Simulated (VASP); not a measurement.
Wanted: the native input for a VASP 6.6.1 run.

```yaml
Task: single point
Functional: PBE
Potentials_or_basis: VASP PAW PBE potentials, release 64 (Zn, S)
Cutoff: 520 eV
k_mesh: 4 × 4 × 1
Occupations: gaussian, width 0.1 eV
Spin: no spin polarisation
Dipole_correction: no
Further_INCAR_settings: ALGO = Normal; EDIFF = 1e-06; NBANDS = 66
```

The structure of ZnS lies in POSCAR:

```
ZnS
1.0
    3.6533183362     -0.1174681340     -0.1736593568
   -0.1288922610      3.8519276858      0.2124070738
   -0.8726129973      0.9697613494     17.7879915370
Zn S
6 6
Direct
    0.5423863096      0.4784360059      0.0834873492
    0.5420911337      0.4274557670      0.5844506643
    0.4575577484      0.5217397204      0.4164305892
    0.4579559776      0.5734667539      0.9155415379
    0.0003020853     -0.0005074705      0.2499215624
    0.0000928704      0.9999999749      0.7499986461
    0.5254206378     -0.0713852536      0.1602330680
    0.5286409784     -0.1017549685      0.6616889003
    0.0079358652      0.5888815811      0.5009083116
   -0.0083704253      0.4106471016      0.9991949927
    0.4746983149      0.0710303273      0.3397460236
    0.4712885039      0.1019904606      0.8383983547
```

One way to write it, as run:

INCAR

```
SYSTEM = ZnS
PREC     = Accurate       ! precision mode
ENCUT    = 520            ! plane-wave cutoff, eV
EDIFF    = 1E-6           ! SCF threshold, eV
ISMEAR   = 0              ! smearing method
SIGMA    = 0.1            ! smearing width, eV
LREAL    = .FALSE.        ! projectors in reciprocal space
LASPH    = .TRUE.         ! aspherical terms in the spheres
NELM     = 80             ! most SCF steps
ALGO     = Normal         ! electronic algorithm
ISIF     = 2              ! what is computed and relaxed
LWAVE    = .FALSE.        ! write WAVECAR
LCHARG   = .FALSE.        ! write CHGCAR
GGA      = PE             ! functional
NBANDS   = 66             ! bands
```

KPOINTS

```
regular mesh
0
G
  4 4 1
  0 0 0
```

Potentials or basis: VASP PAW PBE potentials, release 64 (Zn, S).

Run with:

```sh
$ cat potpaw_PBE.64/Zn/POTCAR potpaw_PBE.64/S/POTCAR > POTCAR
$ mpirun -np 1 vasp_std > vasp.out
```

It gave:

The pressure is 0.1 GPa. The largest force is 0.030 eV/Å. The band gap on the k mesh is 1.28 eV (least direct gap 1.35 eV).

Caveat: the k points lie up to 0.43 Å⁻¹ apart.

Wall time 2.5 min on 1 thread of AMD EPYC 9R45 96-Core Processor (Zen 5) (shared host), peak memory 0.35 GiB.
